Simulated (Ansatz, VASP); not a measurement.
# One calculation of Cd, two programs

```
CELL_PARAMETERS angstrom
2.88186 0.00000 0.00000
-1.44093 2.49577 0.00000
0.00000 0.00000 5.63837
ATOMIC_POSITIONS crystal
Cd 0.33333 0.66667 0.25000
Cd 0.66667 0.33333 0.75000
```

Alike in both runs: task single point; functional LDA; k mesh 10 × 10 × 5; occupations fermi-dirac, width 0.1 eV; no spin polarisation.

```csv
,VASP,Ansatz
version,VASP 6.6.1,Ansatz 0.2.0
potentials or method,"VASP PAW LDA potentials, release 64 (Cd_sv_GW), cutoff 630 eV","plane waves (420 eV) with PAW, scalar-relativistic"
valence electrons in the cell,40,40
```

VASP gave:

```
pressure (GPa)                                                : 0.0
traceless stress, the component that is largest in VASP (GPa) : -2.60
```

Problem. What did Ansatz give for the same quantities?

Solution. Pressure (GPa): 0.1; traceless stress, the component that is largest in VASP (GPa): -2.45.

Ansatz warns that its potentials were made for another functional, while VASP's fit it. LDA's correlation is that of Perdew and Zunger in VASP and of Perdew and Wang (1992) in Ansatz.
